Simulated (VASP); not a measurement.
# Sn (P6_3/mmc) in VASP: a series of runs

Runs on Sn. Level: PBEsol. Tasks: single point, relaxation of cell and atoms.

All numbers are computed with VASP 6.6.1; they aren't measurements. Logs are shortened: lines on timing, memory, paths and dates and some standing lists are left out, and cuts for length are marked.

### Step 1. The cell of the first run

The structure is hexagonal, space group P6_3/mmc (No. 194). Conventional cell: a = 3.368 Å, b = 3.368 Å, c = 5.345 Å, α = 90.00°, β = 90.00°, γ = 120.00°. Sn (site symmetry -6m2) has 12 Sn at 3.31 to 3.37 Å within 4.3 Å.

### Step 2. Single point, PBEsol

INCAR reads:

```
SYSTEM = Sn
PREC     = Accurate       ! precision mode
ENCUT    = 520            ! plane-wave cutoff, eV
EDIFF    = 1E-6           ! SCF threshold, eV
ISMEAR   = 0              ! smearing method
SIGMA    = 0.001          ! smearing width, eV
LREAL    = .FALSE.        ! projectors in reciprocal space
LASPH    = .TRUE.         ! aspherical terms in the spheres
NELM     = 60             ! most SCF steps
ALGO     = Normal         ! electronic algorithm
ISIF     = 2              ! what is computed and relaxed
LWAVE    = .FALSE.        ! write WAVECAR
LCHARG   = .FALSE.        ! write CHGCAR
GGA      = PS             ! functional
NBANDS   = 21             ! bands
```

KPOINTS reads:

```
Automatic mesh
0
G
  13 13 7
  0 0 0
```

POSCAR reads:

```
Sn
1.0
    3.3682307965      0.0000000000      0.0000000000
   -1.6841153983      2.9169734356      0.0000000000
    0.0000000000      0.0000000000      5.3447185802
Sn
2
Direct
    0.3333333333      0.6666666667      0.2500000000
    0.6666666667      0.3333333333      0.7500000000
```

Potentials or basis: VASP PAW PBE potentials, release 64 (Sn_d).

On the command line:

```bash
$ cat potpaw_PBE.64/Sn_d/POTCAR > POTCAR
$ mpirun -np 1 vasp_std > vasp.out
```

OUTCAR:

```text
SYSTEM = Sn
   PREC = Accurate
   ENCUT = 520
   EDIFF = 1E-6
   ISMEAR = 0
   LREAL = .FALSE.
   LASPH = .TRUE.
   NELM = 60
   ISIF = 2
   GGA = PS

 ion  position               nearest neighbor table
   1  0.333  0.667  0.250-   2 3.31   2 3.31   2 3.31   2 3.31   2 3.31   2 3.31
   2  0.667  0.333  0.750-   1 3.31   1 3.31   1 3.31   1 3.31   1 3.31   1 3.31

  LATTYP: Found a hexagonal cell.
 ALAT       =     3.3682307965
 C/A-ratio  =     1.5868029548

  Lattice vectors:

 A1 = (   3.3682307965,   0.0000000000,   0.0000000000)
 A2 = (  -1.6841153983,   2.9169734356,   0.0000000000)
 A3 = (   0.0000000000,   0.0000000000,   5.3447185802)

Analysis of symmetry for initial positions (statically):
=====================================================================
 Subroutine PRICEL returns:
 Original cell was already a primitive cell.

 Routine SETGRP: Setting up the symmetry group for a
 hexagonal supercell.

 Subroutine GETGRP returns: Found 24 space group operations
 (whereof 12 operations were pure point group operations)
 out of a pool of 24 trial point group operations.

The static configuration has the point symmetry D_3d.
 The point group associated with its full space group is D_6h.

Analysis of symmetry for dynamics (positions and initial velocities):
=====================================================================
 Subroutine PRICEL returns:
 Original cell was already a primitive cell.

 Routine SETGRP: Setting up the symmetry group for a
 hexagonal supercell.

 Subroutine GETGRP returns: Found 24 space group operations
 (whereof 12 operations were pure point group operations)
 out of a pool of 24 trial point group operations.

The dynamic configuration has the point symmetry D_3d.
 The point group associated with its full space group is D_6h.

 Subroutine INISYM returns: Found 24 space group operations
 (whereof 12 operations are pure point group operations),
 and found     1 'primitive' translations

----------------------------------------------------------------------------------------

                                     Primitive cell

  volume of cell :      52.5121

  direct lattice vectors                    reciprocal lattice vectors
     3.368230796  0.000000000  0.000000000     0.296891769  0.171410543  0.000000000
    -1.684115398  2.916973436  0.000000000     0.000000000  0.342821086  0.000000000
     0.000000000  0.000000000  5.344718580     0.000000000  0.000000000  0.187100590

  length of vectors
     3.368230796  3.368230797  5.344718580     0.342821086  0.342821086  0.187100590

  position of ions in fractional coordinates (direct lattice)
     0.333333333  0.666666667  0.250000000
     0.666666667  0.333333333  0.750000000

  ion indices of the primitive-cell ions
   primitive index   ion index
                 1           1
                 2           2

----------------------------------------------------------------------------------------

 KPOINTS: Automatic mesh

Automatic generation of k-mesh.
 Grid dimensions read from file:
 generate k-points for:   13   13    7

 Generating k-lattice:

  Cartesian coordinates                     Fractional coordinates (reciprocal lattice)
     0.022837828  0.013185426  0.000000000     0.076923077  0.000000000  0.000000000
     0.000000000  0.026370853  0.000000000     0.000000000  0.076923077  0.000000000
     0.000000000  0.000000000  0.026728656     0.000000000  0.000000000  0.142857143

  Length of vectors
     0.026370853  0.026370853  0.026728656

  Shift w.r.t. Gamma in fractional coordinates (k-lattice)
     0.000000000  0.000000000  0.000000000

 Subroutine IBZKPT returns following result:
 ===========================================

 Found     84 irreducible k-points:

 Following reciprocal coordinates:
            Coordinates               Weight
  0.000000  0.000000  0.000000      1.000000
  0.076923 -0.000000  0.000000      6.000000
  0.153846 -0.000000  0.000000      6.000000
  0.230769 -0.000000  0.000000      6.000000
  0.307692 -0.000000  0.000000      6.000000
  0.384615 -0.000000  0.000000      6.000000
[... 16 lines left out ...]
  0.076923 -0.000000  0.142857     12.000000
  0.153846 -0.000000  0.142857     12.000000
 [... further k-points ...]
   k-points           NKPTS =     84   k-points in BZ     NKDIM =     84   number of bands    NBANDS=     21
   number of dos      NEDOS =    301   number of ions     NIONS =      2
   total plane-waves  NPLWV =  31360
   dimension x,y,z NGX =    28 NGY =   28 NGZ =   40
   dimension x,y,z NGXF=    56 NGYF=   56 NGZF=   80
   ions per type =               2
   NGX,Y,Z   is equivalent  to a cutoff of  13.82, 13.82, 12.44 a.u.
   NGXF,Y,Z  is equivalent  to a cutoff of  27.64, 27.64, 24.88 a.u.
 SYSTEM =  Sn
   PREC   = accura    normal or accurate (medium, high low for compatibility)
   ISTART =      0    job   : 0-new  1-cont  2-samecut
   ICHARG =      2    charge: 1-file 2-atom 10-const
   ISPIN  =      1    spin polarized calculation?
   LNONCOLLINEAR =      F non collinear calculations
   LSORBIT =      F    spin-orbit coupling
   LASPH  =      T    aspherical Exc in radial PAW
   ENCUT  =  520.0 eV  38.22 Ry    6.18 a.u.   6.26  6.26  9.94*2*pi/ulx,y,z
   NELM   =     60;   NELMIN=  2; NELMDL= -5     # of ELM steps
   EDIFF  = 0.1E-05   stopping-criterion for ELM
   LREAL  =      F    real-space projection
   EDIFFG = 0.1E-04   stopping-criterion for IOM
   NSW    =      0    number of steps for IOM
   IBRION =     -1    ionic relax: 0-MD 1-quasi-New 2-CG
   NFREE  =      0    steps in history (QN), initial steepest desc. (CG)
   ISIF   =      2    stress and relaxation
   ISYM   =      2    0-nonsym 1-usesym 2-fastsym
   POTIM  = 0.5000    time-step for ionic-motion
   TEBEG  =    0.0;   TEEND  =   0.0 temperature during run
   PSTRESS=    0.0 pullay stress
   NELECT =      28.0000    total number of electrons
   NUPDOWN=      -1.0000    fix difference up-down
   EMIN   =  10.00;   EMAX   =-10.00  energy-range for DOS
   EFERMI =   0.00;   METHOD = LEGACY
   ISMEAR =     0;   SIGMA  =   0.00  broadening in eV -4-tet -1-fermi 0-gaus
   EFERMI_NEDOS =   21; number of points for ismear=-14 and -15
   IALGO  =     38    algorithm
   IMIX   =      4    mixing-type and parameters
     AMIX     =   0.40;   BMIX     =  1.00
     AMIX_MAG =   1.60;   BMIX_MAG =  1.00
  volume/ion in A,a.u.               =      26.26       177.18
  Fermi-wavevector in a.u.,A,eV,Ry     =   1.327520  2.508649 23.977680  1.762310
  Thomas-Fermi vector in A             =   2.456826
   LORBIT       =      0    0 simple, 1 ext, 2 COOP (PROOUT), +10 PAW based schemes
   GGA     = PS    functional components
   LHFCALC =     F    Hartree Fock is set to
   AEXX    =    0.0000 exact exchange contribution
   IVDW    =     0    specifies the selected vdW correction
   LEPSILON=     F    determine dielectric tensor
   LRPA    =     F    only Hartree local field effects (RPA)
 non-spin polarized calculation
 Gauss-broadening in eV      SIGMA  =   0.00
  energy-cutoff  :      520.00
  volume of cell :       52.51
 maximum number of plane-waves:      1428
 NGX is ok and might be reduce to    28
   NGX = 13   NGY = 13   NGZ = 19

 number of electron      28.0000012 magnetization

 Free energy of the ion-electron system (eV)
  ---------------------------------------------------
  ext. energy  EPLUGINS =         0.00000000
  ---------------------------------------------------
  free energy    TOTEN  =        -8.47167862 eV

  energy without entropy =       -8.47166774  energy(sigma->0) =       -8.47167318

 E-fermi :   8.4159     XC(G=0): -10.6677

 val. band max:        8.4156302149   @ k =   0.2308   0.1538   0.1429
 cond. band min:       8.4194108914   @ k =   0.4615  -0.0000   0.1429
 fundamental gap:      0.0037806765
 Fermi energy:         8.4158555267

 k-point     1 :       0.0000    0.0000    0.0000
  band No.  band energies     occupation
      1     -13.0814      2.00000
      2     -13.0686      2.00000
      3     -13.0599      2.00000
      4     -13.0599      2.00000
      5     -13.0464      2.00000
      6     -13.0464      2.00000
[... 13 lines left out ...]
     20      18.0335      0.00000
     21      20.3795      0.00000

 k-point     2 :       0.0769   -0.0000    0.0000
  band No.  band energies     occupation
      1     -13.0828      2.00000
      2     -13.0729      2.00000
      3     -13.0517      2.00000
      4     -13.0505      2.00000
      5     -13.0426      2.00000
      6     -13.0383      2.00000
[... 13 lines left out ...]
     20      18.3738      0.00000
     21      20.0460      0.00000

 k-point     3 :       0.1538   -0.0000    0.0000
  band No.  band energies     occupation
      1     -13.0977      2.00000
      2     -13.0653      2.00000
      3     -13.0465      2.00000
      4     -13.0451      2.00000
      5     -13.0430      2.00000
      6     -13.0291      2.00000
[... 13 lines left out ...]
     20      19.0557      0.00000
     21      19.4014      0.00000

 k-point     4 :       0.2308   -0.0000    0.0000
  band No.  band energies     occupation
      1     -13.1175      2.00000
      2     -13.0619      2.00000
      3     -13.0576      2.00000
      4     -13.0566      2.00000
      5     -13.0342      2.00000
      6     -12.9972      2.00000
[... 13 lines left out ...]
     20      18.3546      0.00000
     21      19.6233      0.00000

 k-point     5 :       0.3077   -0.0000    0.0000
  band No.  band energies     occupation
      1     -13.1367      2.00000
      2     -13.0798      2.00000
      3     -13.0682      2.00000
      4     -13.0586      2.00000
      5     -13.0173      2.00000
      6     -12.9682      2.00000
[... 13 lines left out ...]
     20      17.7679      0.00000
     21      19.4044      0.00000
[... 382 lines left out ...]
     20      21.4763      0.00000
     21      21.7294      0.00000

 k-point    22 :       0.0000    0.0000    0.1429
  band No.  band energies     occupation
      1     -13.0802      2.00000
      2     -13.0688      2.00000
      3     -13.0685      2.00000
      4     -13.0685      2.00000
      5     -13.0500      2.00000
      6     -13.0500      2.00000
[... 13 lines left out ...]
     20      18.1888      0.00000
     21      19.9589      0.00000

 k-point    23 :       0.0769   -0.0000    0.1429
  band No.  band energies     occupation
      1     -13.0828      2.00000
      2     -13.0723      2.00000
      3     -13.0627      2.00000
      4     -13.0625      2.00000
      5     -13.0461      2.00000
      6     -13.0420      2.00000
[... 13 lines left out ...]
     20      18.3647      0.00000
     21      19.7115      0.00000

 k-point    24 :       0.1538   -0.0000    0.1429
  band No.  band energies     occupation
      1     -13.0972      2.00000
      2     -13.0662      2.00000
      3     -13.0614      2.00000
      4     -13.0519      2.00000
      5     -13.0374      2.00000
      6     -13.0199      2.00000
[... 13 lines left out ...]
     20      18.6893      0.00000
     21      18.8464      0.00000

 [... further k-points ...]

------------------------ aborting loop because EDIFF is reached ----------------------------------------

  FORCE on cell =-STRESS in cart. coord.  units (eV):
  Direction    XX          YY          ZZ          XY          YZ          ZX
  --------------------------------------------------------------------------------------
  -------------------------------------------------------------------------------------
  Total        0.0496278      0.0496278     -0.1987187     -0.0000000      0.0000000      0.0000000
  in kB        1.5141753      1.5141753     -6.0630373     -0.0000000      0.0000000      0.0000000
  external PRESSURE =      -1.0115622 kB  Pullay stress =       0.0000000 kB

 VOLUME and BASIS-vectors are now :
 -----------------------------------------------------------------------------
  energy-cutoff  :      520.00
  volume of cell :       52.51
      direct lattice vectors                 reciprocal lattice vectors
     3.368230796  0.000000000  0.000000000     0.296891769  0.171410543  0.000000000
    -1.684115398  2.916973436  0.000000000     0.000000000  0.342821086  0.000000000
     0.000000000  0.000000000  5.344718580     0.000000000  0.000000000  0.187100590

 POSITION                                       TOTAL-FORCE (eV/Angst)
 -----------------------------------------------------------------------------------
     -0.00000      1.94465      1.33618         0.000000     -0.000000      0.000000
      1.68412      0.97232      4.00854        -0.000000      0.000000      0.000000
 -----------------------------------------------------------------------------------
    total drift:                               -0.000000      0.000000     -0.000000

  FREE ENERGIE OF THE ION-ELECTRON SYSTEM (eV)
  ---------------------------------------------------
  free  energy   TOTEN  =        -8.4716786165 eV

  energy  without entropy=       -8.4716677371  energy(sigma->0) =       -8.47167318
```

It took 42 s on 1 thread of Intel Xeon Platinum 8375C at 2.90GHz (Ice Lake), shared host; peak memory 0.22 GiB.

Results:

```
Free energy            : -8.4717 eV
Pressure               : -0.1 GPa
Band gap on the k mesh : zero (band 14 reaches 14.04 eV, above the bottom of band 15 at 6.30 eV)
```

Caveat: the PAW data sets were made with another functional, which shifts forces and pressure a little; spin-orbit coupling is left out, which moves the levels of the heavy elements.

(Continued in part 2 of 2.)
